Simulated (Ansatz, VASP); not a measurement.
CaSe: VASP beside Ansatz

```
Ca Se
1.0
     0.00000    3.30000    3.25050
     3.30000    0.00000    3.25050
     3.30000    3.30000    0.00000
Ca Se
1 1
Direct
  0.00000 0.00000 0.00000
  0.75000 0.75000 0.75000
```

Change from the starting cell: strain +0.000 along x and y, -0.015 along z, atoms carried along.

Alike in both runs: task single point; functional LDA; k mesh 6 × 6 × 6; occupations gaussian, width 0.05 eV; no spin polarisation.

|  | VASP | Ansatz |
| --- | --- | --- |
| version | VASP 6.6.1 | Ansatz 0.2.0 |
| potentials or method | VASP PAW LDA potentials, release 64 (Ca_sv, Se), cutoff 520 eV | scalar-relativistic, plane waves, PAW |
| valence electrons in the cell | 16 | 26 |

|  | VASP | Ansatz | Ansatz less VASP |
| --- | --- | --- | --- |
| gap on the k mesh at the Fermi level (eV) | 2.93 | 2.92 | -0.014 |
| least direct gap on the mesh (eV) | 3.02 | 3.01 | -0.016 |
| pressure (GPa) | -2.1 | -2.3 | -0.14 |
| traceless stress, the component that is largest in VASP (GPa) | 0.07 | 0.07 | +0.003 |

LDA's correlation is that of Perdew and Zunger in VASP and of Perdew and Wang (1992) in Ansatz. VASP's potentials hold 16 valence electrons a cell and Ansatz's 26, so a difference there can come from the potentials and not from the codes.
